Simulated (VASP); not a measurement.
**ZnSnP2: single point with PBEsol**

ZnSnP2:

```
Zn Sn P
1.0
    -2.88085    2.88085    5.64075
     2.88085   -2.88085    5.64075
     2.88085    2.88085   -5.64075
Zn Sn P
2 2 4
Direct
  0.75000 0.25000 0.50000
  0.00000 0.00000 0.00000
  0.25000 0.75000 0.50000
  0.50000 0.50000 0.00000
  0.37500 0.35049 0.47549
  0.64951 0.12500 0.02451
  0.10049 0.62500 0.97549
  0.87500 0.89951 0.52451
```

```
Program             : VASP 6.6.1
Task                : single point
Functional          : PBEsol
Potentials or basis : VASP PAW PBE potentials, release 64 (Zn, Sn_d, P)
Cutoff              : 500 eV
k mesh              : 8 × 8 × 8
Occupations         : gaussian, width 0.05 eV
Spin                : no spin polarisation
```

```json
{"Pressure": "-3.3 GPa", "Largest force": "0.154 eV/Å", "Band gap on the k mesh": "0.48 eV"}
```

Forces on the atoms (eV/Å):
```
Zn   0.000  0.000  0.000
Zn   0.000  0.000  0.000
Sn   0.000  0.000  0.000
Sn   0.000  0.000  0.000
P    0.154  0.000  0.000
P    0.000 -0.154  0.000
P    0.000  0.154  0.000
P   -0.154  0.000  0.000
```

Stress tensor (GPa, compression positive):
```
-3.71  0.00  0.00
 0.00 -3.71  0.00
 0.00  0.00 -2.33
```

Levels at points of the mesh, in eV from the valence-band top:
```csv
k point,band 34,band 35,band 36,band 37,band 38,band 39
"(0.00, 0.00, 0.00)",-0.11,-0.11,0.00,0.48,1.17,1.30
"(0.50, 0.00, 0.00)",-1.86,-1.48,-0.99,2.26,2.38,2.67
"(0.50, 0.50, 0.00)",-1.21,-0.84,-0.84,0.85,0.85,2.54
"(0.50, 0.50, 0.50)",-1.79,-1.45,-1.45,1.17,1.17,1.31
```

Wall time 8.2 min on 1 thread of Intel(R) Xeon(R) Platinum 8488C (Sapphire Rapids), on a shared host, peak memory 0.66 GiB.

Caveat: the cell stands under tension; the PAW data sets were made with another functional, which shifts forces and pressure a little; spin-orbit coupling is left out, which moves the levels of the heavy elements. A k mesh can miss the band edges.
